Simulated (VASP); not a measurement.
Wanted: the native input for a VASP 6.6.1 run.

| Quantity | Value |
| --- | --- |
| Task | single point |
| Functional | PBE |
| Dispersion | D3(BJ) |
| Potentials or basis | VASP PAW PBE potentials, release 64 (Se, Sn_d) |
| Cutoff | 520 eV |
| k mesh | 12 × 12 × 1 |
| Occupations | gaussian, width 0.02 eV |
| Spin | no spin polarisation |
| Dipole correction | yes |
| Further INCAR settings | ALGO = Normal; EDIFF = 1e-06; NBANDS = 35 |

The structure of SnSe2 lies in POSCAR:

```
SnSe2
1.0
    3.8246790507      0.0000000000      0.0000000000
   -1.9123395254      3.3122692192      0.0000000000
    0.0000000000      0.0000000000     45.4044102391
Se Sn
4 2
Direct
    0.6666666667      0.3333333333      0.3917898888
    0.3368143242      0.6736286484      0.4623280188
    0.1666666667      0.3333333333      0.5376730876
    0.8329343234      0.6658686467      0.6082092059
    0.0014822886      0.0029645773      0.4270564960
    0.5000334205      0.0000668411      0.5729433028
```

The input as run:

INCAR

```
PREC = Accurate ; ENCUT = 520
EDIFF = 1E-6 ; ISMEAR = 0
SIGMA = 0.02 ; LREAL = F
LASPH = T ; NELM = 60
ALGO = Normal ; ISIF = 2
LWAVE = F ; LCHARG = F
LDIPOL = T ; IDIPOL = 3
DIPOL = 0.5 0.5 0.500 ; GGA = PE
IVDW = 12 ; NBANDS = 35
```

KPOINTS

```
Automatic mesh
0
Gamma
  12 12 1
```

Potentials or basis: VASP PAW PBE potentials, release 64 (Se, Sn_d).

Run with:

```bash
$ cat potpaw_PBE.64/Se/POTCAR potpaw_PBE.64/Sn_d/POTCAR > POTCAR
$ mpirun -np 1 vasp_std > vasp.out
```

It gave:

* Largest force: 0.051 eV/Å
* Band gap on the k mesh: 0.62 eV (least direct gap 0.95 eV)
* Dispersion energy per atom: -0.290 eV

Caveat: spin-orbit coupling is left out, which moves the levels of the heavy elements.

It took 36 min on 1 thread of Oxide Virtual Turin-like Processor, on a shared host, peak memory 1.1 GiB.
